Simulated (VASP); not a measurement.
# Ge (a cell with a defect) in VASP: single point with PBEsol

Aim: the single point of Ge (a cell with a defect) with PBEsol.

All numbers are computed with VASP 6.6.1; they aren't measurements. Logs are shortened: lines on timing, memory, paths and dates and some standing lists are left out, and cuts for length are marked.

**1. The cell of the first run**

The cell holds a defect, 65 atoms: a = 11.351 Å, b = 11.351 Å, c = 11.351 Å, α = 90.00°, β = 90.00°, γ = 90.00°.

**2. Single point, PBEsol**

Contents of INCAR:

```
SYSTEM = Ge
ALGO = Normal ; EDIFF = 1E-6
ENCUT = 410 ; GGA = PS
GGA_COMPAT = .FALSE. ; ISIF = 2
ISMEAR = -1 ; ISYM = -1
KPAR = 1 ; LASPH = .TRUE.
LCHARG = .FALSE. ; LREAL = Auto
LWAVE = .FALSE. ; NBANDS = 493
NELECT = 912.0 ; NELM = 120
PREC = Accurate ; SIGMA = 0.05
```

Contents of KPOINTS:

```
explicit points
1
Reciprocal
  0.25000000   0.25000000   0.25000000 1
```

Contents of POSCAR:

```
Ge
1.0
   11.3511840000      0.0000000000      0.0000000000
    0.0000000000     11.3511840000      0.0000000000
    0.0000000000      0.0000000000     11.3511840000
Ge
65
Direct
    0.9982290000      0.9988900000      0.0017720000
    0.0001080000      0.0007780000      0.4999020000
    0.9990480000      0.4997460000      0.9972440000
    0.9976280000      0.4988230000      0.5007280000
    0.4990730000      0.9997410000      0.9972560000
    0.4981530000      0.9983010000      0.5007320000
    0.4990220000      0.4996860000      0.9998380000
    0.4200150000      0.4206790000      0.4250220000
    0.1243170000      0.1249720000      0.1277970000
    0.1208690000      0.1215400000      0.6312300000
    0.1212760000      0.6260650000      0.1256540000
    0.1226190000      0.6234880000      0.6297240000
    0.6253520000      0.1219740000      0.1257180000
    0.6228480000      0.1232710000      0.6297310000
    0.6246230000      0.6252980000      0.1274280000
    0.6240740000      0.6247360000      0.6279650000
    0.2481400000      0.2488270000      0.0013600000
    0.2451540000      0.2458330000      0.5117550000
    0.2493290000      0.7503090000      0.0044520000
    0.2429850000      0.7516300000      0.5054600000
    0.7496190000      0.2499700000      0.0044800000
    0.7509740000      0.2436850000      0.5054910000
    0.7472980000      0.7479700000      0.9999700000
    0.7558910000      0.7565620000      0.5135930000
    0.3753290000      0.3760080000      0.1255000000
    0.3748750000      0.3754800000      0.6332120000
    0.3752120000      0.8805600000      0.1262400000
    0.3745440000      0.8757100000      0.6277490000
    0.8799010000      0.3758540000      0.1262390000
    0.8750870000      0.3752050000      0.6277890000
    0.8737230000      0.8743820000      0.1260690000
    0.8810140000      0.8816650000      0.6316220000
    0.2495060000      0.0016630000      0.2521760000
    0.2478210000      0.9976720000      0.7527560000
    0.2444660000      0.4970450000      0.2487560000
    0.2491130000      0.4998800000      0.7540020000
    0.7502790000      0.9994400000      0.2508130000
    0.7493560000      0.0006240000      0.7536960000
    0.7563920000      0.5037080000      0.2500220000
    0.7477290000      0.4978250000      0.7506880000
    0.3727440000      0.1260980000      0.3818470000
    0.3735790000      0.1258050000      0.8761760000
    0.3633860000      0.6380770000      0.3687480000
    0.3743760000      0.6270560000      0.8790550000
    0.8759610000      0.1254540000      0.3768630000
    0.8740460000      0.1263620000      0.8798840000
    0.8765690000      0.6313150000      0.3820240000
    0.8728680000      0.6254920000      0.8753420000
    0.0009780000      0.2501370000      0.2521790000
    0.9970350000      0.2484820000      0.7527890000
    0.9987890000      0.7509700000      0.2508210000
    0.9999660000      0.7499970000      0.7536880000
    0.4963760000      0.2452420000      0.2488660000
    0.4992270000      0.2497200000      0.7540300000
    0.5030090000      0.7570100000      0.2500640000
    0.4971710000      0.7484000000      0.7506950000
    0.1254150000      0.3734040000      0.3818160000
    0.1251590000      0.3742930000      0.8761670000
    0.1248060000      0.8766670000      0.3768570000
    0.1256810000      0.8747050000      0.8798590000
    0.6374980000      0.3641470000      0.3687900000
    0.6263910000      0.3750160000      0.8790580000
    0.6306200000      0.8772230000      0.3820240000
    0.6248330000      0.8735610000      0.8753610000
    0.5811900000      0.5818380000      0.4187960000
```

Potentials or basis: VASP PAW PBE potentials, release 64 (Ge_d).

Started as:

```sh
$ cat potpaw_PBE.64/Ge_d/POTCAR > POTCAR
$ mpirun -np 4 vasp_std > vasp.out
```

OUTCAR:

```text
SYSTEM = Ge
   EDIFF = 1E-6
   ENCUT = 410
   GGA = PS
   ISIF = 2
   ISMEAR = -1
   ISYM = -1
   LASPH = .TRUE.
   LREAL = Auto
   NELECT = 912.0
   NELM = 120
   PREC = Accurate

 ion  position               nearest neighbor table
   1  0.998  0.999  0.002-  31 2.45  46 2.45  60 2.45   9 2.48
   2  0.000  0.001  0.500-  32 2.43  59 2.44  45 2.44  10 2.45
   3  0.999  0.500  0.997-  29 2.44  58 2.44  48 2.45  11 2.47
   4  0.998  0.499  0.501-  57 2.44  47 2.44  30 2.45  12 2.48
   5  0.499  1.000  0.997-  27 2.44  42 2.44  64 2.45  13 2.47
   6  0.498  0.998  0.501-  41 2.44  63 2.44  28 2.45  14 2.48
[... 30 lines left out ...]
  37  0.750  0.999  0.251-  13 2.44  31 2.45  63 2.45  45 2.48
  38  0.749  0.001  0.754-  32 2.44  14 2.45  64 2.45  46 2.47
  39  0.756  0.504  0.250-  29 2.46  15 2.47  61 2.48  47 2.49  65 2.90
  40  0.748  0.498  0.751-  62 2.44  30 2.44  16 2.45  48 2.47
  41  0.373  0.126  0.382-   6 2.44  53 2.47  33 2.47  18 2.47
  42  0.374  0.126  0.876-  54 2.44   5 2.44  17 2.45  34 2.47
  43  0.363  0.638  0.369-  20 2.44  55 2.48  35 2.50  65 2.62   8 2.63
  44  0.374  0.627  0.879-  56 2.44   7 2.44  19 2.45  36 2.47
  45  0.876  0.125  0.377-   2 2.44  22 2.44  49 2.45  37 2.48
  46  0.874  0.126  0.880-  50 2.44  21 2.44   1 2.45  38 2.47
  47  0.877  0.631  0.382-   4 2.44  51 2.45  24 2.48  39 2.49
  48  0.873  0.625  0.875-  23 2.44  52 2.45   3 2.45  40 2.47
  49  0.001  0.250  0.252-  29 2.44   9 2.44  45 2.45  57 2.47
  50  0.997  0.248  0.753-  46 2.44  10 2.44  30 2.45  58 2.47
  51  0.999  0.751  0.251-  11 2.44  31 2.45  47 2.45  59 2.48
  52  1.000  0.750  0.754-  32 2.44  12 2.45  48 2.45  60 2.47
  53  0.496  0.245  0.249-  25 2.46  13 2.46  41 2.47  61 2.50
  54  0.499  0.250  0.754-  26 2.43  42 2.44  14 2.45  62 2.47
  55  0.503  0.757  0.250-  27 2.46  15 2.47  43 2.48  63 2.49  65 2.90
  56  0.497  0.748  0.751-  44 2.44  28 2.44  16 2.45  64 2.47
  57  0.125  0.373  0.382-   4 2.44  35 2.47  49 2.47  18 2.47
  58  0.125  0.374  0.876-  36 2.44   3 2.44  17 2.45  50 2.47
  59  0.125  0.877  0.377-   2 2.44  20 2.44  33 2.45  51 2.48
  60  0.126  0.875  0.880-  34 2.44  19 2.44   1 2.45  52 2.47
  61  0.637  0.364  0.369-  22 2.44  39 2.48  53 2.50  65 2.61   8 2.63
  62  0.626  0.375  0.879-  40 2.44   7 2.44  21 2.45  54 2.47
  63  0.631  0.877  0.382-   6 2.44  37 2.45  24 2.48  55 2.49
  64  0.625  0.874  0.875-  23 2.44  38 2.45   5 2.45  56 2.47
  65  0.581  0.582  0.419-  16 2.47   8 2.59  61 2.61  43 2.62  55 2.90  39 2.90

IMPORTANT INFORMATION: All symmetrisations will be switched off!
NOSYMM: (Re-)initialisation of all symmetry stuff for point group C_1.

----------------------------------------------------------------------------------------

                                     Primitive cell

  volume of cell :    1462.5930

  direct lattice vectors                    reciprocal lattice vectors
    11.351184000  0.000000000  0.000000000     0.088096537  0.000000000  0.000000000
     0.000000000 11.351184000  0.000000000     0.000000000  0.088096537  0.000000000
     0.000000000  0.000000000 11.351184000     0.000000000  0.000000000  0.088096537

  length of vectors
    11.351184000 11.351184000 11.351184000     0.088096537  0.088096537  0.088096537

  position of ions in fractional coordinates (direct lattice)
     0.998229000  0.998890000  0.001772000
     0.000108000  0.000778000  0.499902000
     0.999048000  0.499746000  0.997244000
     0.997628000  0.498823000  0.500728000
     0.499073000  0.999741000  0.997256000
     0.498153000  0.998301000  0.500732000
[... 57 lines left out ...]
     0.624833000  0.873561000  0.875361000
     0.581190000  0.581838000  0.418796000

  ion indices of the primitive-cell ions
   primitive index   ion index
                 1           1
                 2           2
                 3           3
                 4           4
                 5           5
                 6           6
[... 57 lines left out ...]
                64          64
                65          65

----------------------------------------------------------------------------------------

 KPOINTS: explicit points

Read explicit list of k-points.

 Found      1 k-points:

 Following reciprocal coordinates:
            Coordinates               Weight
  0.250000  0.250000  0.250000      1.000000
   k-points           NKPTS =      1   k-points in BZ     NKDIM =      1   number of bands    NBANDS=    496
   number of dos      NEDOS =    301   number of ions     NIONS =     65
   total plane-waves  NPLWV = 512000
   dimension x,y,z NGX =    80 NGY =   80 NGZ =   80
   dimension x,y,z NGXF=   160 NGYF=  160 NGZF=  160
   ions per type =              65
   NGX,Y,Z   is equivalent  to a cutoff of  11.72, 11.72, 11.72 a.u.
   NGXF,Y,Z  is equivalent  to a cutoff of  23.43, 23.43, 23.43 a.u.
 SYSTEM =  Ge
   PREC   = accura    normal or accurate (medium, high low for compatibility)
   ISTART =      0    job   : 0-new  1-cont  2-samecut
   ICHARG =      2    charge: 1-file 2-atom 10-const
   ISPIN  =      1    spin polarized calculation?
   LNONCOLLINEAR =      F non collinear calculations
   LSORBIT =      F    spin-orbit coupling
   LASPH  =      T    aspherical Exc in radial PAW
   ENCUT  =  410.0 eV  30.13 Ry    5.49 a.u.  18.74 18.74 18.74*2*pi/ulx,y,z
   NELM   =    120;   NELMIN=  2; NELMDL= -5     # of ELM steps
   EDIFF  = 0.1E-05   stopping-criterion for ELM
   LREAL  =      T    real-space projection
   EDIFFG = 0.1E-04   stopping-criterion for IOM
   NSW    =      0    number of steps for IOM
   IBRION =     -1    ionic relax: 0-MD 1-quasi-New 2-CG
   NFREE  =      0    steps in history (QN), initial steepest desc. (CG)
   ISIF   =      2    stress and relaxation
   ISYM   =     -1    0-nonsym 1-usesym 2-fastsym
   POTIM  = 0.5000    time-step for ionic-motion
   TEBEG  =    0.0;   TEEND  =   0.0 temperature during run
   PSTRESS=    0.0 pullay stress
   NELECT =     912.0000    total number of electrons
   NUPDOWN=      -1.0000    fix difference up-down
   EMIN   =  10.00;   EMAX   =-10.00  energy-range for DOS
   EFERMI =   0.00;   METHOD = LEGACY
   ISMEAR =    -1;   SIGMA  =   0.05  broadening in eV -4-tet -1-fermi 0-gaus
   EFERMI_NEDOS =   21; number of points for ismear=-14 and -15
   IALGO  =     38    algorithm
   IMIX   =      4    mixing-type and parameters
     AMIX     =   0.40;   BMIX     =  1.00
     AMIX_MAG =   1.60;   BMIX_MAG =  1.00
  volume/ion in A,a.u.               =      22.50       151.85
  Fermi-wavevector in a.u.,A,eV,Ry     =   1.398616  2.643002 26.614735  1.956128
  Thomas-Fermi vector in A             =   2.521757
   LORBIT       =      0    0 simple, 1 ext, 2 COOP (PROOUT), +10 PAW based schemes
   GGA     = PS    functional components
   LHFCALC =     F    Hartree Fock is set to
   AEXX    =    0.0000 exact exchange contribution
   IVDW    =     0    specifies the selected vdW correction
   LEPSILON=     F    determine dielectric tensor
   LRPA    =     F    only Hartree local field effects (RPA)
 non-spin polarized calculation
  energy-cutoff  :      410.00
  volume of cell :     1462.59
 maximum number of plane-waves:     27574
 NGX is ok and might be reduce to    80
   NGX = 37   NGY = 37   NGZ = 37

 number of electron     911.9999816 magnetization

 Free energy of the ion-electron system (eV)
  ---------------------------------------------------
  ext. energy  EPLUGINS =         0.00000000
  ---------------------------------------------------
  free energy    TOTEN  =      -307.44274174 eV

  energy without entropy =     -307.40247393  energy(sigma->0) =     -307.42260783

 E-fermi :   5.2307     XC(G=0): -10.1977

 val. band max:        5.0833600858   @ k =   0.2500   0.2500   0.2500
 cond. band min:       5.3795453074   @ k =   0.2500   0.2500   0.2500
 fundamental gap:      0.2961852217
 Fermi energy:         5.2307301056

 k-point     1 :       0.2500    0.2500    0.2500
  band No.  band energies     occupation
      1     -19.9204      2.00000
      2     -19.9202      2.00000
      3     -19.9174      2.00000
      4     -19.9156      2.00000
      5     -19.8942      2.00000
      6     -19.8941      2.00000
[... 460 lines left out ...]
    467       6.2125      0.00000
    468       6.3066      0.00000
 [bands above 468 left out]

------------------------ aborting loop because EDIFF is reached ----------------------------------------

  FORCE on cell =-STRESS in cart. coord.  units (eV):
  Direction    XX          YY          ZZ          XY          YZ          ZX
  --------------------------------------------------------------------------------------
  -------------------------------------------------------------------------------------
  Total       30.0160492     30.0175700     26.7365344    -17.0484961    -20.3476758    -20.3302385
  in kB       32.8806671     32.8823331     29.2881678    -18.6755399    -22.2895808    -22.2704794
  external PRESSURE =      31.6837227 kB  Pullay stress =       0.0000000 kB

 VOLUME and BASIS-vectors are now :
 -----------------------------------------------------------------------------
  energy-cutoff  :      410.00
  volume of cell :     1462.59
      direct lattice vectors                 reciprocal lattice vectors
    11.351184000  0.000000000  0.000000000     0.088096537  0.000000000  0.000000000
     0.000000000 11.351184000  0.000000000     0.000000000  0.088096537  0.000000000
     0.000000000  0.000000000 11.351184000     0.000000000  0.000000000  0.088096537

 POSITION                                       TOTAL-FORCE (eV/Angst)
 -----------------------------------------------------------------------------------
     11.33108     11.33858      0.02011         0.002746      0.002628      0.008062
      0.00123      0.00883      5.67448        -0.000165      0.000063      0.007613
     11.34038      5.67271     11.31990        -0.000329     -0.004978      0.003524
     11.32426      5.66223      5.68386         0.004753      0.000820      0.007500
      5.66507     11.34824     11.32004        -0.005092      0.000158      0.004224
      5.65463     11.33190      5.68390         0.002143      0.003852      0.008015
[... 57 lines left out ...]
      7.09259      9.91595      9.93638        -0.003248     -0.002636     -0.000800
      6.59719      6.60455      4.75383         0.008044      0.009508      0.027556
 -----------------------------------------------------------------------------------
    total drift:                               -0.012644      0.008241      0.008503

  FREE ENERGIE OF THE ION-ELECTRON SYSTEM (eV)
  ---------------------------------------------------
  free  energy   TOTEN  =      -307.4427417362 eV

  energy  without entropy=     -307.4024739335  energy(sigma->0) =     -307.42260783
```

Run time: 6 min. Hardware: 4 MPI ranks of Intel Xeon Platinum 8488C (Sapphire Rapids), shared host; peak memory 0.45 GiB.

What came out:

| Item | Value |
| --- | --- |
| Free energy | -307.4427 eV |
| Largest force | 0.050 eV/Å |

Forces on the atoms (eV/Å):
```
Ge   0.003  0.003  0.008
Ge   0.000  0.000  0.008
Ge   0.000 -0.005  0.004
Ge   0.005  0.001  0.007
Ge  -0.005  0.000  0.004
Ge   0.002  0.004  0.008
Ge   0.002  0.001  0.009
Ge  -0.013 -0.013  0.047
Ge  -0.004 -0.003 -0.002
Ge   0.002  0.000 -0.010
Ge   0.001  0.002 -0.013
Ge   0.001 -0.004 -0.009
Ge   0.001  0.001 -0.013
Ge  -0.005  0.001 -0.009
Ge  -0.001  0.000 -0.005
Ge   0.005  0.005 -0.016
Ge   0.003  0.002  0.006
Ge  -0.005 -0.005  0.013
Ge  -0.004  0.002  0.005
Ge   0.001  0.005  0.003
Ge   0.002 -0.003  0.006
Ge   0.006  0.000  0.003
Ge   0.002  0.001  0.008
Ge   0.001  0.002  0.005
Ge  -0.006 -0.006 -0.009
Ge   0.001  0.002 -0.024
Ge   0.010  0.002 -0.009
Ge  -0.002 -0.002 -0.006
Ge   0.002  0.010 -0.010
Ge  -0.003 -0.001 -0.008
Ge  -0.002 -0.001 -0.002
Ge  -0.006 -0.007 -0.006
Ge   0.003  0.001 -0.002
Ge   0.002  0.002 -0.003
Ge   0.001  0.008 -0.004
Ge  -0.001 -0.005 -0.003
Ge  -0.001  0.001 -0.004
Ge   0.002  0.004  0.001
Ge   0.003 -0.006 -0.007
Ge  -0.006 -0.001  0.001
Ge  -0.008  0.004  0.000
Ge   0.007 -0.002  0.008
Ge   0.006  0.000 -0.001
Ge  -0.002  0.000 -0.002
Ge   0.002 -0.001  0.003
Ge  -0.004  0.001  0.001
Ge  -0.003 -0.003  0.002
Ge  -0.002 -0.002  0.000
Ge   0.001  0.003 -0.002
Ge   0.002  0.002 -0.002
Ge   0.001 -0.001 -0.004
Ge   0.003  0.002  0.001
Ge   0.010 -0.001 -0.006
Ge  -0.006 -0.001 -0.002
Ge  -0.005  0.004 -0.007
Ge   0.001 -0.006  0.001
Ge   0.004 -0.008  0.001
Ge  -0.003  0.006  0.009
Ge  -0.002  0.002  0.003
Ge   0.002 -0.004  0.001
Ge  -0.002  0.004 -0.001
Ge   0.000 -0.001 -0.002
Ge  -0.002 -0.003  0.002
Ge  -0.003 -0.003 -0.001
Ge   0.008  0.010  0.028
```

Levels at points of the mesh, in eV from the Fermi level:
| k point | band 454 | band 455 | band 456 | band 457 | band 458 | band 459 |
| --- | --- | --- | --- | --- | --- | --- |
| (0.25, 0.25, 0.25) | -0.74 | -0.73 | -0.15 | 0.15 | 0.33 | 0.54 |

Caveat: the cell carries a net charge on a neutralising background, which shifts energy and pressure; the cell is charged against a uniform background, so pressure and absolute levels hang on convention; the PAW data sets were made with another functional, which shifts forces and pressure a little.
